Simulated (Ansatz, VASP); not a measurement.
# One calculation of InP, two programs

The input INCAR:

```
PREC = Accurate
ENCUT = 520
EDIFF = 1E-6
ISMEAR = -1
SIGMA = 0.05
LREAL = F
LASPH = T
NELM = 80
ALGO = Normal
ISIF = 2
LWAVE = F
LCHARG = F
GGA = PE
ALDAC = 0.0
AGGAC = 0.0
NBANDS = 16
```

File KPOINTS:

```
Automatic mesh
0
Gamma
  8 8 8
```

File POSCAR:

```
InP
1.0
    0.0000000000      2.9690636329      2.9690636329
    2.9690636329      0.0000000000      2.9690636329
    2.9690636329      2.9690636329      0.0000000000
In P
1 1
Direct
    0.0000000000      0.0000000000      0.0000000000
    0.7500000000      0.7500000000      0.7500000000
```

File input.yaml:

```yaml
crystal:
  lattice:
    - [0.0, 2.9690636329, 2.9690636329]
    - [2.9690636329, 0.0, 2.9690636329]
    - [2.9690636329, 2.9690636329, 0.0]
  atoms:
    - { symbol: In, position: [0.0, 0.0, 0.0] }
    - { symbol: P, position: [0.75, 0.75, 0.75] }
hamiltonian:
  xc: { exchange: pbe, correlation: none }
  pseudopotentials: { kind: paw }
kpoints:
  mp_grid: { grid: [8, 8, 8] }
scf:
  occupations: { method: fermi_dirac, width: 0.05 }
output:
  forces: true
  stress: true
  eigenvalues: true
  write_density: true
  write_potential: true
  elf: true
  volumetric_format: npy
```

Alike in both runs: task single point; functional PBE exchange alone; k mesh 8 × 8 × 8; occupations fermi-dirac, width 0.05 eV; no spin polarisation.

```csv
,VASP,Ansatz
version,VASP 6.6.1,Ansatz 0.2.0
potentials or method,"VASP PAW PBE potentials, release 64 (In_d, P)",Ansatz PAW
plane-wave cutoff (eV),520,420
valence electrons in the cell,18,18
```

```tsv
	VASP	Ansatz	Ansatz less VASP
gap on the k mesh at the Fermi level (eV)	0.46	0.46	0.000
least direct gap on the mesh (eV)	0.46	0.46	0.000
pressure (GPa)	9.0	9.1	+0.08
```

VASP's potentials were made for PBE, not for PBE exchange alone. The functional is the same, so the differences come from potentials, cutoffs and numerics.
